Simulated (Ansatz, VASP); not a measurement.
Two plane-wave programs on Cu2O

```
CELL_PARAMETERS angstrom
4.29895 0.00000 0.00000
0.00000 4.29895 0.00000
0.00000 0.00000 4.29895
ATOMIC_POSITIONS crystal
Cu 0.25000 0.25000 0.75000
Cu 0.75000 0.25000 0.25000
Cu 0.25000 0.75000 0.25000
Cu 0.75000 0.75000 0.75000
O 0.50000 0.50000 0.50000
O 0.00000 0.00000 0.00000
```

Alike in both runs: functional PBE; k mesh 8 × 8 × 8; occupations gaussian, width 0.02 eV; no spin polarisation.

Ansatz relaxed the structure, and its values are those at the end. VASP's run is a single point on that final structure, the one shown.

|  | VASP | Ansatz |
| --- | --- | --- |
| version | VASP 6.6.1 | Ansatz 0.2.0 |
| potentials or method | VASP PAW PBE potentials, release 64 (Cu, O), cutoff 600 eV | scalar-relativistic, plane waves, PAW |
| valence electrons in the cell | 56 | 88 |

VASP gave:

```
gap on the k mesh at the Fermi level (eV) : 0.48
least direct gap on the mesh (eV)         : 0.48
pressure (GPa)                            : 0.6
```

Q: Estimate Ansatz's values.

A: gap on the k mesh at the Fermi level (eV): 0.47; least direct gap on the mesh (eV): 0.47; pressure (GPa): 0.0.

With one functional, cell and mesh, what is left measures potentials, basis and numerics. VASP's potentials hold 56 valence electrons a cell and Ansatz's 88, so a difference there can come from the potentials and not from the codes.
